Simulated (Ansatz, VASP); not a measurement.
## CsH in VASP and in Ansatz

```
CELL_PARAMETERS angstrom
0.11955 3.18800 3.18800
3.30755 0.00000 3.30755
3.18800 3.18800 0.11955
ATOMIC_POSITIONS crystal
Cs 0.00000 0.00000 0.00000
H 0.50000 0.50000 0.50000
```

Change from the starting cell: strain +0.0750 x Voigt [0, 0, 0, 0, 1, 0], atoms carried along.

Alike in both runs: task single point; functional LDA; k mesh 8 × 8 × 8; occupations gaussian, width 0.05 eV; no spin polarisation.

|  | VASP | Ansatz |
| --- | --- | --- |
| version | VASP 6.6.1 | Ansatz 0.2.0 |
| potentials or method | VASP PAW LDA potentials, release 64 (Cs_sv, H), cutoff 520 eV | scalar-relativistic, plane waves, PAW |
| valence electrons in the cell | 10 | 10 |

|  | VASP | Ansatz | Ansatz less VASP |
| --- | --- | --- | --- |
| gap on the k mesh at the Fermi level (eV) | 1.89 | 1.91 | +0.018 |
| least direct gap on the mesh (eV) | 1.93 | 1.95 | +0.019 |
| pressure (GPa) | -1.3 | -1.3 | -0.02 |
| traceless stress, the component that is largest in VASP (GPa) | -0.41 | -0.41 | 0.000 |

LDA's correlation is that of Perdew and Zunger in VASP and of Perdew and Wang (1992) in Ansatz.

Neither program's run includes spin-orbit coupling.
